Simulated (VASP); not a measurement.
# Ga4As3N (Cmmm) in VASP: single point with PBE

Aim: the single point of Ga4As3N with PBE.

Program: VASP 6.6.1. These are calculated values, not measurements. Logs are shortened: lines on timing, memory, paths and dates and some standing lists are left out, and cuts for length are marked.

## 1. The cell of the first run

The structure is orthorhombic, space group Cmmm (No. 65). Conventional cell: a = 8.425 Å, b = 10.653 Å, c = 3.120 Å, α = 90.00°, β = 90.00°, γ = 90.00°. Within 2.8 Å of Ga (site symmetry 2mm) lie 2 N at 2.15 Å and 2 As at 2.74 Å. Ga (site symmetry m2m) has 5 As at 2.52 to 2.63 Å and 1 N at 2.81 Å and 2 Ga at 3.12 Å within 3.3 Å. Within 3.5 Å of As (site symmetry 2/m) lie 6 Ga at 2.63 to 2.74 Å and 2 As at 3.12 Å. Within 3.3 Å of As (site symmetry mmm) lie 6 Ga at 2.52 to 3.15 Å and 2 As at 3.12 Å. N (site symmetry mmm) has 6 Ga at 2.15 to 2.81 Å within 2.9 Å.

## 2. Single point, PBE

INCAR reads:

```
SYSTEM = Ga4As3N
PREC     = Accurate       ! precision mode
ENCUT    = 520            ! plane-wave cutoff, eV
EDIFF    = 1E-6           ! SCF threshold, eV
ISMEAR   = 0              ! smearing method
SIGMA    = 0.1            ! smearing width, eV
LREAL    = .False.        ! projectors in reciprocal space
LASPH    = .True.         ! aspherical terms in the spheres
NELM     = 100            ! most SCF steps
ALGO     = Normal         ! electronic algorithm
ISIF     = 2              ! what is computed and relaxed
LWAVE    = .False.        ! write WAVECAR
LCHARG   = .False.        ! write CHGCAR
GGA      = PE             ! functional
NBANDS   = 46             ! bands
```

KPOINTS reads:

```
Automatic mesh
0
Gamma
  6 6 12
  0 0 0
```

POSCAR reads:

```
Ga4As3N
1.0
    4.2123741155     -5.3264953100      0.0000000000
    4.2123741155      5.3264953100      0.0000000000
    0.0000000000      0.0000000000      3.1203740420
Ga As N
4 3 1
Direct
    0.8246852556      0.8246852556      0.0000000000
    0.7365402920      0.2634597080      0.5000000000
    0.2634597080      0.7365402920      0.5000000000
    0.1753147444      0.1753147444      0.0000000000
    0.0000000000      0.5000000000      0.0000000000
    0.5000000000      0.5000000000      0.5000000000
    0.5000000000      0.0000000000      0.0000000000
    0.0000000000      0.0000000000      0.5000000000
```

Potentials or basis: VASP PAW PBE potentials, release 64 (Ga_d, As, N).

Command:

```bash
> cat potpaw_PBE.64/Ga_d/POTCAR potpaw_PBE.64/As/POTCAR potpaw_PBE.64/N/POTCAR > POTCAR
> mpirun -np 1 vasp_std > vasp.out
```

OUTCAR:

```text
SYSTEM = Ga4As3N
   PREC = Accurate
   ENCUT = 520
   EDIFF = 1E-6
   ISMEAR = 0
   LREAL = .False.
   LASPH = .True.
   NELM = 100
   ISIF = 2
   GGA = PE

 ion  position               nearest neighbor table
   1  0.825  0.825  0.000-   8 2.15   8 2.15   5 2.74   7 2.74
   2  0.737  0.263  0.500-   6 2.52   5 2.63   7 2.63   5 2.63   7 2.63
   3  0.263  0.737  0.500-   6 2.52   5 2.63   7 2.63   5 2.63   7 2.63
   4  0.175  0.175  0.000-   8 2.15   8 2.15   5 2.74   7 2.74
   5  0.000  0.500  0.000-   2 2.63   3 2.63   2 2.63   3 2.63   1 2.74   4 2.74
   6  0.500  0.500  0.500-   2 2.52   3 2.52
   7  0.500  0.000  0.000-   2 2.63   3 2.63   2 2.63   3 2.63   1 2.74   4 2.74
   8  0.000  0.000  0.500-   1 2.15   4 2.15   1 2.15   4 2.15

  LATTYP: Found a base centered orthorhombic cell.
 ALAT       =     8.4247482310
 B/A-ratio  =     1.2644877126
 C/A-ratio  =     0.3703818745

  Lattice vectors:

 A1 = (   4.2123741155,  -5.3264953100,   0.0000000000)
 A2 = (   4.2123741155,   5.3264953100,   0.0000000000)
 A3 = (   0.0000000000,   0.0000000000,   3.1203740420)

Analysis of symmetry for initial positions (statically):
=====================================================================
 Subroutine PRICEL returns:
 Original cell was already a primitive cell.

 Routine SETGRP: Setting up the symmetry group for a
 base centered orthorhombic supercell.

 Subroutine GETGRP returns: Found  8 space group operations
 (whereof  8 operations were pure point group operations)
 out of a pool of  8 trial point group operations.

The static configuration has the point symmetry D_2h.

Analysis of symmetry for dynamics (positions and initial velocities):
=====================================================================
 Subroutine PRICEL returns:
 Original cell was already a primitive cell.

 Routine SETGRP: Setting up the symmetry group for a
 base centered orthorhombic supercell.

 Subroutine GETGRP returns: Found  8 space group operations
 (whereof  8 operations were pure point group operations)
 out of a pool of  8 trial point group operations.

The dynamic configuration has the point symmetry D_2h.

 Subroutine INISYM returns: Found  8 space group operations
 (whereof  8 operations are pure point group operations),
 and found     1 'primitive' translations

----------------------------------------------------------------------------------------

                                     Primitive cell

  volume of cell :     140.0249

  direct lattice vectors                    reciprocal lattice vectors
     4.212374116 -5.326495310  0.000000000     0.118697909 -0.093870354  0.000000000
     4.212374116  5.326495310  0.000000000     0.118697909  0.093870354  0.000000000
     0.000000000  0.000000000  3.120374042     0.000000000  0.000000000  0.320474400

  length of vectors
     6.790850313  6.790850313  3.120374042     0.151330225  0.151330225  0.320474400

  position of ions in fractional coordinates (direct lattice)
     0.824685256  0.824685256  0.000000000
     0.736540292  0.263459708  0.500000000
     0.263459708  0.736540292  0.500000000
     0.175314744  0.175314744  0.000000000
     0.000000000  0.500000000  0.000000000
     0.500000000  0.500000000  0.500000000
     0.500000000  0.000000000  0.000000000
     0.000000000  0.000000000  0.500000000

  ion indices of the primitive-cell ions
   primitive index   ion index
                 1           1
                 2           2
                 3           3
                 4           4
                 5           5
                 6           6
                 7           7
                 8           8

----------------------------------------------------------------------------------------

 KPOINTS: Automatic mesh

Automatic generation of k-mesh.
 Grid dimensions read from file:
 generate k-points for:    6    6   12

 Generating k-lattice:

  Cartesian coordinates                     Fractional coordinates (reciprocal lattice)
     0.019782985 -0.015645059  0.000000000     0.166666667  0.000000000  0.000000000
     0.019782985  0.015645059  0.000000000     0.000000000  0.166666667  0.000000000
     0.000000000  0.000000000  0.026706200     0.000000000  0.000000000  0.083333333

  Length of vectors
     0.025221704  0.025221704  0.026706200

  Shift w.r.t. Gamma in fractional coordinates (k-lattice)
     0.000000000  0.000000000  0.000000000

 Subroutine IBZKPT returns following result:
 ===========================================

 Found     91 irreducible k-points:

 Following reciprocal coordinates:
            Coordinates               Weight
  0.000000  0.000000  0.000000      1.000000
  0.166667 -0.000000  0.000000      4.000000
  0.333333  0.000000  0.000000      4.000000
  0.500000  0.000000  0.000000      2.000000
  0.166667  0.166667  0.000000      2.000000
  0.333333  0.166667  0.000000      4.000000
[... 16 lines left out ...]
  0.333333  0.333333  0.083333      4.000000
  0.500000  0.333333  0.083333      8.000000
 [... further k-points ...]
   k-points           NKPTS =     91   k-points in BZ     NKDIM =     91   number of bands    NBANDS=     46
   number of dos      NEDOS =    301   number of ions     NIONS =      8
   total plane-waves  NPLWV =  69984
   dimension x,y,z NGX =    54 NGY =   54 NGZ =   24
   dimension x,y,z NGXF=   108 NGYF=  108 NGZF=   48
   ions per type =               4   3   1
   NGX,Y,Z   is equivalent  to a cutoff of  13.22, 13.22, 12.79 a.u.
   NGXF,Y,Z  is equivalent  to a cutoff of  26.44, 26.44, 25.57 a.u.
 SYSTEM =  Ga4As3N
   PREC   = accura    normal or accurate (medium, high low for compatibility)
   ISTART =      0    job   : 0-new  1-cont  2-samecut
   ICHARG =      2    charge: 1-file 2-atom 10-const
   ISPIN  =      1    spin polarized calculation?
   LNONCOLLINEAR =      F non collinear calculations
   LSORBIT =      F    spin-orbit coupling
   LASPH  =      T    aspherical Exc in radial PAW
   ENCUT  =  520.0 eV  38.22 Ry    6.18 a.u.  12.63 12.63  5.80*2*pi/ulx,y,z
   NELM   =    100;   NELMIN=  2; NELMDL= -5     # of ELM steps
   EDIFF  = 0.1E-05   stopping-criterion for ELM
   LREAL  =      F    real-space projection
   EDIFFG = 0.1E-04   stopping-criterion for IOM
   NSW    =      0    number of steps for IOM
   IBRION =     -1    ionic relax: 0-MD 1-quasi-New 2-CG
   NFREE  =      0    steps in history (QN), initial steepest desc. (CG)
   ISIF   =      2    stress and relaxation
   ISYM   =      2    0-nonsym 1-usesym 2-fastsym
   POTIM  = 0.5000    time-step for ionic-motion
   TEBEG  =    0.0;   TEEND  =   0.0 temperature during run
   PSTRESS=    0.0 pullay stress
   NELECT =      72.0000    total number of electrons
   NUPDOWN=      -1.0000    fix difference up-down
   EMIN   =  10.00;   EMAX   =-10.00  energy-range for DOS
   EFERMI =   0.00;   METHOD = LEGACY
   ISMEAR =     0;   SIGMA  =   0.10  broadening in eV -4-tet -1-fermi 0-gaus
   EFERMI_NEDOS =   21; number of points for ismear=-14 and -15
   IALGO  =     38    algorithm
   IMIX   =      4    mixing-type and parameters
     AMIX     =   0.40;   BMIX     =  1.00
     AMIX_MAG =   1.60;   BMIX_MAG =  1.00
  volume/ion in A,a.u.               =      17.50       118.12
  Fermi-wavevector in a.u.,A,eV,Ry     =   1.311547  2.478465 23.404147  1.720156
  Thomas-Fermi vector in A             =   2.442001
   LORBIT       =      0    0 simple, 1 ext, 2 COOP (PROOUT), +10 PAW based schemes
   GGA     = PE    functional components
   LHFCALC =     F    Hartree Fock is set to
   AEXX    =    0.0000 exact exchange contribution
   IVDW    =     0    specifies the selected vdW correction
   LEPSILON=     F    determine dielectric tensor
   LRPA    =     F    only Hartree local field effects (RPA)
 non-spin polarized calculation
 Gauss-broadening in eV      SIGMA  =   0.10
  energy-cutoff  :      520.00
  volume of cell :      140.02
 maximum number of plane-waves:      3800
 NGX is ok and might be reduce to    54
   NGX = 25   NGY = 25   NGZ = 11

 number of electron      71.9999978 magnetization

 Free energy of the ion-electron system (eV)
  ---------------------------------------------------
  ext. energy  EPLUGINS =         0.00000000
  ---------------------------------------------------
  free energy    TOTEN  =       -32.42971129 eV

  energy without entropy =      -32.41847451  energy(sigma->0) =      -32.42409290

 E-fermi :   5.6824     XC(G=0): -10.8579

 val. band max:        5.6796357406   @ k =   0.5000   0.5000   0.1667
 cond. band min:       5.6960361579   @ k =   0.0000   0.0000   0.2500
 fundamental gap:      0.0164004173
 Fermi energy:         5.6824351683

 k-point     1 :       0.0000    0.0000    0.0000
  band No.  band energies     occupation
      1      -9.8861      2.00000
      2      -9.5090      2.00000
      3      -9.4904      2.00000
      4      -9.4712      2.00000
      5      -9.3967      2.00000
      6      -9.3938      2.00000
[... 38 lines left out ...]
     45      11.7281      0.00000
     46      11.8819      0.00000

 k-point     2 :       0.1667   -0.0000    0.0000
  band No.  band energies     occupation
      1      -9.8828      2.00000
      2      -9.5093      2.00000
      3      -9.4892      2.00000
      4      -9.4683      2.00000
      5      -9.4029      2.00000
      6      -9.3927      2.00000
[... 38 lines left out ...]
     45      11.9475      0.00000
     46      11.9755      0.00000

 k-point     3 :       0.3333    0.0000    0.0000
  band No.  band energies     occupation
      1      -9.8762      2.00000
      2      -9.5117      2.00000
      3      -9.4865      2.00000
      4      -9.4587      2.00000
      5      -9.4185      2.00000
      6      -9.3898      2.00000
[... 38 lines left out ...]
     45      12.1867      0.00000
     46      12.3765      0.00000

 k-point     4 :       0.5000    0.0000    0.0000
  band No.  band energies     occupation
      1      -9.8728      2.00000
      2      -9.5134      2.00000
      3      -9.4854      2.00000
      4      -9.4476      2.00000
      5      -9.4321      2.00000
      6      -9.3860      2.00000
[... 920 lines left out ...]
     45      12.0108      0.00000
     46      12.4227      0.00000

 k-point    23 :       0.3333    0.3333    0.0833
  band No.  band energies     occupation
      1      -9.8697      2.00000
      2      -9.4973      2.00000
      3      -9.4850      2.00000
      4      -9.4523      2.00000
      5      -9.4266      2.00000
      6      -9.4007      2.00000
[... 38 lines left out ...]
     45      12.1792      0.00000
     46      12.9817      0.00000

 k-point    24 :       0.5000    0.3333    0.0833
  band No.  band energies     occupation
      1      -9.8690      2.00000
      2      -9.5100      2.00000
      3      -9.4819      2.00000
      4      -9.4594      2.00000
      5      -9.4164      2.00000
      6      -9.4020      2.00000
[... 38 lines left out ...]
     45      12.8015      0.00000
     46      13.1021      0.00000

 [... further k-points ...]

------------------------ aborting loop because EDIFF is reached ----------------------------------------

  FORCE on cell =-STRESS in cart. coord.  units (eV):
  Direction    XX          YY          ZZ          XY          YZ          ZX
  --------------------------------------------------------------------------------------
  -------------------------------------------------------------------------------------
  Total        0.2203686      0.1420142      0.1719455      0.0000000      0.0000000      0.0000000
  in kB        2.5214779      1.6249399      1.9674161      0.0000000      0.0000000      0.0000000
  external PRESSURE =       2.0379446 kB  Pullay stress =       0.0000000 kB

 VOLUME and BASIS-vectors are now :
 -----------------------------------------------------------------------------
  energy-cutoff  :      520.00
  volume of cell :      140.02
      direct lattice vectors                 reciprocal lattice vectors
     4.212374116 -5.326495310  0.000000000     0.118697909 -0.093870354  0.000000000
     4.212374116  5.326495310  0.000000000     0.118697909  0.093870354  0.000000000
     0.000000000  0.000000000  3.120374042     0.000000000  0.000000000  0.320474400

 POSITION                                       TOTAL-FORCE (eV/Angst)
 -----------------------------------------------------------------------------------
      6.94777      0.00000      0.00000        -0.020577      0.000000      0.000000
      4.21237     -2.51986      1.56019         0.000000     -0.010077     -0.000000
      4.21237      2.51986      1.56019         0.000000      0.010077      0.000000
      1.47698      0.00000      0.00000         0.020577      0.000000     -0.000000
      2.10619      2.66325      0.00000         0.000000      0.000000     -0.000000
      4.21237      0.00000      1.56019         0.000000      0.000000     -0.000000
      2.10619     -2.66325      0.00000        -0.000000      0.000000     -0.000000
      0.00000      0.00000      1.56019         0.000000      0.000000     -0.000000
 -----------------------------------------------------------------------------------
    total drift:                               -0.000000     -0.000000     -0.000000

  FREE ENERGIE OF THE ION-ELECTRON SYSTEM (eV)
  ---------------------------------------------------
  free  energy   TOTEN  =       -32.4297112943 eV

  energy  without entropy=      -32.4184745073  energy(sigma->0) =      -32.42409290
```

It took 17 min on 1 thread of Intel Xeon 8259CL, shared host; peak memory 0.57 GiB.

Results:

```
Free energy            : -32.4297 eV
Pressure               : 0.2 GPa
Largest force          : 0.021 eV/Å
Band gap on the k mesh : zero (bands 36 and 37 overlap by 2.71 eV)
```

Forces in eV/Å, atoms in the order of the input:
```
Ga  -0.021  0.000  0.000
Ga   0.000 -0.010  0.000
Ga   0.000  0.010  0.000
Ga   0.021  0.000  0.000
As   0.000  0.000  0.000
As   0.000  0.000  0.000
As   0.000  0.000  0.000
N    0.000  0.000  0.000
```
